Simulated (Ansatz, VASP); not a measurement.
**Al2H in VASP and in Ansatz**

```xyz
3
Lattice="2.6824 -2.6995 0.0000 2.6824 2.6995 0.0000 0.0000 0.0000 3.4707" Properties=species:S:1:pos:R:3 pbc="T T T"
Al    2.6824    0.0000    1.7353
Al    0.0000    0.0000    1.7353
H     2.6824    0.0000    0.0000
```

Alike in both runs: functional PBE; k mesh 6 × 6 × 5; occupations gaussian, width 0.2 eV; no spin polarisation.

Ansatz relaxed the structure, and its values are those at the end. VASP's run is a single point on that final structure, the one shown.

|  | VASP | Ansatz |
| --- | --- | --- |
| version | VASP 6.6.1 | Ansatz 0.2.0 |
| potentials or method | VASP PAW PBE potentials, release 64 (Al, H), cutoff 500 eV | scalar-relativistic, plane waves, PAW |
| valence electrons in the cell | 7 | 7 |

Ansatz gave:

- gap on the k mesh at the Fermi level (eV): none
- pressure (GPa): 0.2

Question: Which values does VASP return?

Answer: gap on the k mesh at the Fermi level (eV): none; pressure (GPa): 0.1.

A gap of «none» marks a metal or a gap that the smearing closes.

The k mesh is coarse, so the values compare programs but aren't converged.
